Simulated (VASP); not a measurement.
Runs of VASP 6.6.1 on GaSbAs2. The structure is that of space group P-4m2 (No. 115), or close to it. The cells are those of the table. 

| task | cell | k mesh | smearing | gap on the mesh (eV) | pressure (GPa) | largest force (eV/Å) |
| --- | --- | --- | --- | --- | --- | --- |
| single point | a = 4.142, b = 4.142, c = 6.614 Å, 4 atoms | 10 × 10 × 6 | fermi-dirac 0.15 eV | none | (a) | 0.01 |
| single point | a = 3.682, b = 3.682, c = 6.690 Å, 4 atoms | 12 × 12 × 6 | fermi-dirac 0.15 eV | none | 15.2 | 0.01 |
| single point | a = 4.233, b = 4.233, c = 6.592 Å, 4 atoms | 10 × 10 × 6 | fermi-dirac 0.15 eV | none | -0.7 | 0.01 |
| electric field gradients | a = 4.189, b = 4.189, c = 6.600 Å, 4 atoms | 10 × 10 × 6 | fermi-dirac 0.15 eV | none | 0.1 | 0.01 |
| single point | a = 4.189, b = 4.189, c = 6.600 Å, 4 atoms | 10 × 10 × 6 | fermi-dirac 0.15 eV | none | 0.1 | 0.01 |
| single point | a = 4.195, b = 4.195, c = 6.581 Å, 4 atoms | 10 × 10 × 6 | gaussian 0.1 eV | none | 0.1 | 0.01 |

Alike in all rows: level PBE; potentials or basis VASP PAW PBE potentials, release 64 (Ga_d, Sb, As); no spin polarisation; cutoff (eV) 520.

Task: Estimate the missing entries.

Result: (a) 0.9.

Caveats: spin-orbit coupling is left out, which moves the levels of the heavy elements.

A k mesh can miss the band edges, and the runs leave out spin-orbit coupling on As, Ga, Sb.

A gap of «none» marks levels without a gap at the run's occupations.
